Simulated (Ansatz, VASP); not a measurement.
**Two plane-wave programs on Si**

```xyz
2
Lattice="2.6511 0.0000 0.0000 -1.3255 2.2959 0.0000 0.0000 0.0000 4.6780" Properties=species:S:1:pos:R:3 pbc="T T T"
Si    0.0000    1.5306    1.1695
Si    1.3255    0.7653    3.5085
```

Change from the starting cell: strain +0.000 along x and y, +0.030 along z, atoms carried along.

Alike in both runs: task single point; functional LDA; k mesh 24 × 24 × 14; occupations gaussian, width 0.15 eV; no spin polarisation.

|  | VASP | Ansatz |
| --- | --- | --- |
| version | VASP 6.6.1 | Ansatz 0.2.0 |
| potentials or method | VASP PAW LDA potentials, release 64 (Si), cutoff 520 eV | scalar-relativistic, plane waves, PAW |
| valence electrons in the cell | 8 | 8 |

|  | VASP | Ansatz | Ansatz less VASP |
| --- | --- | --- | --- |
| gap on the k mesh at the Fermi level (eV) | none | none | - |
| pressure (GPa) | -2.4 | -2.4 | -0.05 |
| traceless stress, the component that is largest in VASP (GPa) | -1.95 | -1.96 | -0.007 |

LDA's correlation is that of Perdew and Zunger in VASP and of Perdew and Wang (1992) in Ansatz. A gap of «none» marks a metal or a gap that the smearing closes.
